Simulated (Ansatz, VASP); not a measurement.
## One calculation of NiBiCl3, two programs

```
Ni Bi Cl
1.0
     5.49102    0.00000    0.00000
     0.00000    5.49102    0.00000
     0.00000    0.00000    5.49102
Ni Bi Cl
1 1 3
Direct
  0.50000 0.50000 0.50000
  0.00000 0.00000 0.00000
  0.50000 0.00000 0.00000
  0.00000 0.50000 0.00000
  0.00000 0.00000 0.50000
```

Alike in both runs: functional PBE; k mesh 8 × 8 × 8; occupations gaussian, width 0.1 eV; collinear spin.

Ansatz relaxed the structure, and its values are those at the end. VASP's run is a single point on that final structure, the one shown.

|  | VASP | Ansatz |
| --- | --- | --- |
| version | VASP 6.6.1 | Ansatz 0.2.0 |
| potentials or method | VASP PAW PBE potentials, release 64 (Ni, Bi_d, Cl), cutoff 520 eV | scalar-relativistic, plane waves, PAW |
| valence electrons in the cell | 46 | 54 |

|  | VASP | Ansatz | Ansatz less VASP |
| --- | --- | --- | --- |
| gap on the k mesh at the Fermi level (eV) | none | none | - |
| pressure (GPa) | 0.0 | 0.0 | +0.06 |
| net moment per atom (μB) | 0.42 | 0.43 | +0.007 |
| size of the moment on the site where the two differ most (μB) | 1.48 | 1.85 | +0.363 |

Site moments also hang on the region over which each program counts them. A gap of «none» marks a metal or a gap that the smearing closes. VASP's potentials hold 46 valence electrons a cell and Ansatz's 54, so a difference there can come from the potentials and not from the codes.

Spin-orbit coupling is off throughout.
